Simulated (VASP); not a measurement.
# Sr4GeN4 (P-1) in VASP: electric field gradients with PBE

Aim: the electric field gradients of Sr4GeN4 with PBE.

All numbers are computed with VASP 6.6.1; they aren't measurements. Logs are shortened: lines on timing, memory, paths and dates and some standing lists are left out, and cuts for length are marked.

**1. The cell of the first run**

The typed cell holds 18 atoms: a = 6.767 Å, b = 6.887 Å, c = 8.576 Å, α = 82.30°, β = 74.16°, γ = 60.71°.

**2. Electric field gradients, PBE**

Contents of INCAR:

```
  ALGO = Normal
  EDIFF = 1E-8
  ENCUT = 520
  GGA = PE
  ISIF = 2
  ISMEAR = -1
  KPAR = 4
  LASPH = T
  LCHARG = F
  LEFG = T
  LREAL = Auto
  LWAVE = F
  NBANDS = 89
  NELM = 60
  PREC = Accurate
  SIGMA = 0.02
```

Contents of KPOINTS:

```
k-points
0
Gamma
  5 5 4
```

Contents of POSCAR:

```
Sr4GeN4
1.0
    6.7666372994      0.0000000000      0.0000000000
    3.3694397613      6.0062081381      0.0000000000
    2.3415755282      0.0036584984      8.2505935803
Sr Ge N
8 2 8
Direct
    0.3825400000      0.2052960000      0.8667680000
    0.6174600000      0.7947040000      0.1332320000
    0.7626540000      0.2740780000      0.0561830000
    0.2373460000      0.7259220000      0.9438170000
    0.4642830000      0.2734560000      0.4434150000
    0.5357170000      0.7265440000      0.5565850000
    0.0877300000      0.7929990000      0.3670800000
    0.9122700000      0.2070010000      0.6329200000
    0.1241970000      0.2520500000      0.2500560000
    0.8758030000      0.7479500000      0.7499440000
    0.2768070000      0.0397300000      0.4084040000
    0.7231930000      0.9602700000      0.5915960000
    0.1823210000      0.0398840000      0.0922270000
    0.8176790000      0.9601160000      0.9077730000
    0.2887720000      0.4197190000      0.1600100000
    0.7112280000      0.5802810000      0.8399900000
    0.2072310000      0.5770880000      0.6603620000
    0.7927690000      0.4229120000      0.3396380000
```

Potentials or basis: VASP PAW PBE potentials, release 64 (Sr_sv, Ge_d, N).

Launch:

```
cat potpaw_PBE.64/Sr_sv/POTCAR potpaw_PBE.64/Ge_d/POTCAR potpaw_PBE.64/N/POTCAR > POTCAR
mpirun -np 4 vasp_std > vasp.out
```

OUTCAR:

```text
EDIFF = 1E-8
   ENCUT = 520
   GGA = PE
   ISIF = 2
   ISMEAR = -1
   LASPH = T
   LREAL = Auto
   NELM = 60
   PREC = Accurate

 ion  position               nearest neighbor table
   1  0.383  0.205  0.867-  13 2.52  14 2.68  12 2.83  17 2.84  15 2.85   9 3.25  10 3.29   4 3.33
                             2 3.41   5 3.52   8 3.60   3 3.63   4 3.81   3 3.87  10 3.88   6 4.06
   2  0.617  0.795  0.133-  14 2.52  13 2.68  11 2.83  18 2.84  16 2.85  10 3.25   9 3.29   3 3.33
                             1 3.41   6 3.52   7 3.60   4 3.63   3 3.81   4 3.87   9 3.88   5 4.06
   3  0.763  0.274  0.056-  14 2.47  16 2.57  13 2.57  15 2.76  18 2.85   9 3.25   2 3.33   5 3.38
                             8 3.52   4 3.59   1 3.63   4 3.67   2 3.81   1 3.87   7 4.08   7 4.55
   4  0.237  0.726  0.944-  13 2.47  15 2.57  14 2.57  16 2.76  17 2.85  10 3.25   1 3.33   6 3.38
                             7 3.52   3 3.59   2 3.63   3 3.67   1 3.81   2 3.87   8 4.08   8 4.55
   5  0.464  0.273  0.443-  12 2.47  17 2.56  11 2.57  18 2.78  15 2.84   9 3.25   7 3.33   3 3.38
                             1 3.52   6 3.59   8 3.63   6 3.67   7 3.82   8 3.87   2 4.06   2 4.54
   6  0.536  0.727  0.557-  11 2.47  18 2.56  12 2.57  17 2.78  16 2.84  10 3.25   8 3.33   4 3.38
                             2 3.52   5 3.59   7 3.63   5 3.67   8 3.82   7 3.87   1 4.06   1 4.54
   7  0.088  0.793  0.367-  12 2.52  11 2.68  13 2.83  15 2.85  17 2.85  10 3.24   9 3.29   5 3.33
                             8 3.42   4 3.52   2 3.60   6 3.63   5 3.82   9 3.86   6 3.87   3 4.08
   8  0.912  0.207  0.633-  11 2.52  12 2.68  14 2.83  16 2.85  18 2.85   9 3.24  10 3.29   6 3.33
                             7 3.42   3 3.52   1 3.60   5 3.63   6 3.82  10 3.86   5 3.87   4 4.08
   9  0.124  0.252  0.250-  15 1.93  18 1.93  13 1.95  11 1.95   8 3.24   5 3.25   1 3.25   3 3.25
                             2 3.29   7 3.29   7 3.86   2 3.88
  10  0.876  0.748  0.750-  16 1.93  17 1.93  14 1.95  12 1.95   7 3.24   6 3.25   2 3.25   4 3.25
                             1 3.29   8 3.29   8 3.86   1 3.88
  11  0.277  0.040  0.408-   9 1.95   6 2.47   8 2.52   5 2.57   7 2.68   2 2.83
  12  0.723  0.960  0.592-  10 1.95   5 2.47   7 2.52   6 2.57   8 2.68   1 2.83
  13  0.182  0.040  0.092-   9 1.95   4 2.47   1 2.52   3 2.57   2 2.68   7 2.83
  14  0.818  0.960  0.908-  10 1.95   3 2.47   2 2.52   4 2.57   1 2.68   8 2.83
  15  0.289  0.420  0.160-   9 1.93   4 2.57   3 2.76   5 2.84   7 2.85   1 2.85
  16  0.711  0.580  0.840-  10 1.93   3 2.57   4 2.76   6 2.84   8 2.85   2 2.85
  17  0.207  0.577  0.660-  10 1.93   5 2.56   6 2.78   1 2.84   7 2.85   4 2.85
  18  0.793  0.423  0.340-   9 1.93   6 2.56   5 2.78   2 2.84   8 2.85   3 2.85

  Warning from LATTYP: Got some problem with cell dimensions!
  Tried to take original basis but could not verify dimensions!
  LATTYP: Found a triclinic cell.
 ALAT       =     6.7666372994
 B/A-ratio  =     1.8161903796
 C/A-ratio  =     1.8974965565
 COS(alpha) =     0.0186550849
 COS(beta)  =     0.6070639620
 COS(gamma) =     0.7411376921

  Lattice vectors:

 A1 = (  -6.7666372994,   0.0000000000,   0.0000000000)
 A2 = (  -9.1082128276,  -0.0036584984,  -8.2505935803)
 A3 = (  -7.7945015325,  -6.0025496397,   8.2505935803)

Analysis of symmetry for initial positions (statically):
=====================================================================
 Subroutine PRICEL returns:
 Original cell was already a primitive cell.

 Routine SETGRP: Setting up the symmetry group for a
 triclinic supercell.

 Subroutine GETGRP returns: Found  2 space group operations
 (whereof  2 operations were pure point group operations)
 out of a pool of  2 trial point group operations.

The static configuration has the point symmetry S_2 .

Analysis of symmetry for dynamics (positions and initial velocities):
=====================================================================
 Subroutine PRICEL returns:
 Original cell was already a primitive cell.

 Routine SETGRP: Setting up the symmetry group for a
 triclinic supercell.

 Subroutine GETGRP returns: Found  2 space group operations
 (whereof  2 operations were pure point group operations)
 out of a pool of  2 trial point group operations.

The dynamic configuration has the point symmetry S_2 .

 Subroutine INISYM returns: Found  2 space group operations
 (whereof  2 operations are pure point group operations),
 and found     1 'primitive' translations

----------------------------------------------------------------------------------------

                                     Primitive cell

[... 141 lines left out ...]
     AMIX     =   0.40;   BMIX     =  1.00
     AMIX_MAG =   1.60;   BMIX_MAG =  1.00
  volume/ion in A,a.u.               =      18.63       125.71
  Fermi-wavevector in a.u.,A,eV,Ry     =   1.246453  2.355455 21.138625  1.553645
  Thomas-Fermi vector in A             =   2.380630
   LORBIT       =      0    0 simple, 1 ext, 2 COOP (PROOUT), +10 PAW based schemes
   GGA     = PE    functional components
   LHFCALC =     F    Hartree Fock is set to
   AEXX    =    0.0000 exact exchange contribution
   IVDW    =     0    specifies the selected vdW correction
   LEPSILON=     F    determine dielectric tensor
   LRPA    =     F    only Hartree local field effects (RPA)
 non-spin polarized calculation
  energy-cutoff  :      520.00
  volume of cell :      335.32
 maximum number of plane-waves:      9062
 NGX is ok and might be reduce to    50
   NGX = 25   NGY = 25   NGZ = 31

 number of electron     148.0000004 magnetization

 Free energy of the ion-electron system (eV)
  ---------------------------------------------------
  ext. energy  EPLUGINS =         0.00000000
  ---------------------------------------------------
  free energy    TOTEN  =       -99.50270509 eV

  energy without entropy =      -99.50270509  energy(sigma->0) =      -99.50270509

 E-fermi :   3.6111     XC(G=0):  -9.8197

 val. band max:        3.1125022163   @ k =   0.4000   0.2000   0.5000
 cond. band min:       4.0869068984   @ k =   0.0000   0.0000   0.0000
 fundamental gap:      0.9744046821
 Fermi energy:         3.6110926183

 k-point     1 :       0.0000    0.0000    0.0000
  band No.  band energies     occupation
      1     -31.1522      2.00000
      2     -31.1190      2.00000
      3     -31.1038      2.00000
      4     -31.0798      2.00000
      5     -30.6162      2.00000
      6     -30.5799      2.00000
[... 2125 lines left out ...]
     85       7.2941      0.00000
     86       7.4640      0.00000

 [... further k-points ...]

 [bands above 86 left out]

------------------------ aborting loop because EDIFF is reached ----------------------------------------

  FORCE on cell =-STRESS in cart. coord.  units (eV):
  Direction    XX          YY          ZZ          XY          YZ          ZX
  --------------------------------------------------------------------------------------
  -------------------------------------------------------------------------------------
  Total        0.2300180      0.2380759      0.2082699     -0.0016437     -0.0066444     -0.0280196
  in kB        1.0990409      1.1375424      0.9951273     -0.0078539     -0.0317476     -0.1338796
  external PRESSURE =       1.0772369 kB  Pullay stress =       0.0000000 kB

 VOLUME and BASIS-vectors are now :
 -----------------------------------------------------------------------------
  energy-cutoff  :      520.00
  volume of cell :      335.32
      direct lattice vectors                 reciprocal lattice vectors
     6.766637299  0.000000000  0.000000000     0.147783893 -0.082905706 -0.041905329
     3.369439761  6.006208138  0.000000000     0.000000000  0.166494397 -0.000073827
     2.341575528  0.003658498  8.250593580     0.000000000  0.000000000  0.121203401

 POSITION                                       TOTAL-FORCE (eV/Angst)
 -----------------------------------------------------------------------------------
      5.30984      1.23622      7.15135        -0.000180      0.003115     -0.006281
      7.16781      4.77365      1.09924         0.000180     -0.003115      0.006281
      6.21565      1.64638      0.46354         0.000943     -0.003703      0.003433
      6.26200      4.36349      7.78705        -0.000943      0.003703     -0.003433
      5.10132      1.64406      3.65844        -0.001237     -0.000636     -0.003887
      7.37633      4.36581      4.59216         0.001237      0.000636      0.003887
[... 10 lines left out ...]
      4.89301      3.46853      5.44838         0.007465     -0.001270     -0.002257
      7.58464      2.54134      2.80222        -0.007465      0.001270      0.002257
 -----------------------------------------------------------------------------------
    total drift:                                0.000000     -0.000000      0.000000

  FREE ENERGIE OF THE ION-ELECTRON SYSTEM (eV)
  ---------------------------------------------------
  free  energy   TOTEN  =       -99.5027050857 eV

  energy  without entropy=      -99.5027050857  energy(sigma->0) =      -99.50270509

 Electric field gradients (V/A^2)
---------------------------------------------------------------------
 ion       V_xx      V_yy      V_zz      V_xy      V_xz      V_yz
---------------------------------------------------------------------
   1      42.519    21.188   -63.707    46.215    41.028    34.819
   2      42.519    21.188   -63.707    46.215    41.028    34.819
   3     -41.151    -4.376    45.527    32.124   -38.156   -20.305
   4     -41.151    -4.376    45.527    32.124   -38.156   -20.305
   5     -40.212    -2.933    43.145   -30.061   -38.330    21.371
   6     -40.212    -2.933    43.145   -30.061   -38.330    21.371
[... 10 lines left out ...]
  17      18.719    -5.725   -12.994   -19.443   -13.465     6.438
  18      18.719    -5.725   -12.994   -19.443   -13.465     6.438
---------------------------------------------------------------------

 Electric field gradients after diagonalization (V/A^2)
 (convention: |V_zz| > |V_xx| > |V_yy|)
----------------------------------------------------------------------
 ion       V_xx      V_yy      V_zz     asymmetry (V_yy - V_xx)/ V_zz
----------------------------------------------------------------------
   1     -81.719   -15.539    97.258       0.680
   2     -81.719   -15.539    97.258       0.680
   3     -65.324    -7.242    72.566       0.800
   4     -65.324    -7.242    72.566       0.800
   5     -63.005    -8.446    71.451       0.764
   6     -63.005    -8.446    71.451       0.764
[... 10 lines left out ...]
  17     -18.124   -16.047    34.171       0.061
  18     -18.124   -16.047    34.171       0.061
----------------------------------------------------------------------

           NMR quadrupolar parameters

 Cq : quadrupolar parameter    Cq=e*Q*V_zz/h
 eta: asymmetry parameters     (V_yy - V_xx)/ V_zz
 Q  : nuclear electric quadrupole moment in mb (millibarn)
----------------------------------------------------------------------
 ion       Cq(MHz)       eta       Q (mb)
----------------------------------------------------------------------
   1       0.235       0.680       1.000
   2       0.235       0.680       1.000
   3       0.175       0.800       1.000
   4       0.175       0.800       1.000
   5       0.173       0.764       1.000
   6       0.173       0.764       1.000
[... 10 lines left out ...]
  17       0.083       0.061       1.000
  18       0.083       0.061       1.000
----------------------------------------------------------------------
```

It took 23 min on 4 MPI ranks of Intel Xeon Platinum 8259CL at 2.50GHz (Skylake/Cascade Lake), shared host; peak memory 1.1 GiB.

Results:

| Item | Value |
| --- | --- |
| Free energy | -99.5027 eV |
| Pressure | 0.1 GPa |
| Largest force | 0.014 eV/Å |
| Band gap on the k mesh | 0.97 eV (least direct gap 1.04 eV) |
| Largest electric field gradient by atom | Sr +97.3, +72.6, +71.5, +97.1 (each value once); Ge -20.8; N +36.8, +36.6, +34.1, +34.2 (each value once) V/Å² |

Forces in eV/Å, atoms in the order of the input:
```
Sr   0.000  0.003 -0.006
Sr   0.000 -0.003  0.006
Sr   0.001 -0.004  0.003
Sr  -0.001  0.004 -0.003
Sr  -0.001 -0.001 -0.004
Sr   0.001  0.001  0.004
Sr  -0.001 -0.001 -0.006
Sr   0.001  0.001  0.006
Ge  -0.002 -0.002  0.000
Ge   0.002  0.002  0.000
N    0.004 -0.006  0.001
N   -0.004  0.006 -0.001
N   -0.006 -0.006 -0.004
N    0.006  0.006  0.004
N    0.009  0.010 -0.003
N   -0.009 -0.010  0.003
N    0.007 -0.001 -0.002
N   -0.007  0.001  0.002
```

Levels at points of the mesh, in eV from the valence-band top:
```tsv
k point	band 70	band 71	band 72	band 73	band 74	band 75	band 76	band 77	band 78	band 79
(0.00, 0.00, 0.00)	-0.49	-0.46	-0.44	-0.31	-0.07	0.97	2.00	2.74	2.89	3.12
(0.00, 0.00, 0.50)	-0.53	-0.45	-0.44	-0.28	-0.28	2.07	2.07	2.63	2.64	2.87
```

Electric field gradients, principal values (V/Å²):
```tsv
atom	least	middle	greatest (by size)
1 Sr	-15.539	-81.719	97.258
2 Sr	-15.539	-81.719	97.258
3 Sr	-7.242	-65.324	72.566
4 Sr	-7.242	-65.324	72.566
5 Sr	-8.446	-63.005	71.451
6 Sr	-8.446	-63.005	71.451
7 Sr	-14.917	-82.175	97.092
8 Sr	-14.917	-82.175	97.092
9 Ge	1.966	18.857	-20.823
10 Ge	1.966	18.857	-20.823
11 N	-12.123	-24.695	36.818
12 N	-12.123	-24.695	36.818
13 N	-11.850	-24.754	36.604
14 N	-11.850	-24.754	36.604
15 N	-15.778	-18.341	34.118
16 N	-15.778	-18.341	34.118
17 N	-16.047	-18.124	34.171
18 N	-16.047	-18.124	34.171
```

Caveat: without QUAD_EFG the Cq values of the log hold for a quadrupole moment of 1 mb, not for the nuclei. A k mesh can miss the band edges.
